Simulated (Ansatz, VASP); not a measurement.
# One calculation of Ag, two programs

```xyz
2
Lattice="3.1644 0.0000 0.0000 -1.5822 2.7404 0.0000 0.0000 0.0000 4.7900" Properties=species:S:1:pos:R:3 pbc="T T T"
Ag    0.0000    1.8270    1.1975
Ag    1.5822    0.9135    3.5925
```

Change from the starting cell: strain +0.080 along x and y, +0.000 along z, atoms carried along.

Alike in both runs: task single point; functional r2SCAN; k mesh 18 × 18 × 10; occupations gaussian, width 0.15 eV; no spin polarisation.

|  | VASP | Ansatz |
| --- | --- | --- |
| version | VASP 6.6.1 | Ansatz 0.2.0 |
| potentials or method | VASP PAW PBE potentials, release 64 (Ag), cutoff 520 eV | scalar-relativistic, plane waves, PAW |
| valence electrons in the cell | 22 | 38 |

```csv
,VASP,Ansatz,Ansatz less VASP
gap on the k mesh at the Fermi level (eV),none,none,-
pressure (GPa),-10.7,-10.7,+0.03
"traceless stress, the component that is largest in VASP (GPa)",1.77,1.76,-0.019
```

VASP's potentials were made for PBE, not for r2SCAN. A gap of «none» marks a metal or a gap that the smearing closes. With one functional, cell and mesh, what is left measures potentials, basis and numerics. VASP's potentials hold 22 valence electrons a cell and Ansatz's 38, so a difference there can come from the potentials and not from the codes.
